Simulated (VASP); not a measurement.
Wanted: the native input for a VASP 6.6.1 run.

```yaml
Task: single point
Functional: PBE
Potentials_or_basis: VASP PAW PBE potentials, release 64 (Hg)
Cutoff: 520 eV
k_mesh: 8 × 8 × 8
Occupations: fermi-dirac, width 0.136057 eV
Spin: no spin polarisation
Dipole_correction: no
Further_INCAR_settings: ALGO = Normal; EDIFF = 1e-06; NBANDS = 19
```

The structure of Hg lies in POSCAR:

```
Hg
1.0
    0.0000000000      3.7692579692      3.7692579692
    3.7692579692      0.0000000000      3.7692579692
    3.7692579692      3.7692579692      0.0000000000
Hg
2
Direct
    0.0000000000      0.0000000000      0.0000000000
    0.2500000000      0.2500000000      0.2500000000
```

These files were run (other wordings do the same):

INCAR

```
  ALGO = Normal
  EDIFF = 1E-6
  ENCUT = 520
  GGA = PE
  ISIF = 2
  ISMEAR = -1
  LASPH = T
  LCHARG = T
  LELF = T
  LREAL = F
  LVHAR = T
  LWAVE = F
  NBANDS = 19
  NELM = 100
  PREC = Accurate
  SIGMA = 0.13605693000000002
```

KPOINTS

```
k-points
0
Gamma
  8 8 8
```

Potentials or basis: VASP PAW PBE potentials, release 64 (Hg).

Run with:

```sh
$ cat potpaw_PBE.64/Hg/POTCAR > POTCAR
$ mpirun -np 1 vasp_std > vasp.out
```

Results of the run:

```json
{"Pressure": "0.0 GPa"}
```

It took 75 s on 1 thread of Intel(R) Xeon(R) Platinum 8375C CPU @ 2.90GHz (Ice Lake), on a shared host, peak memory 0.25 GiB.
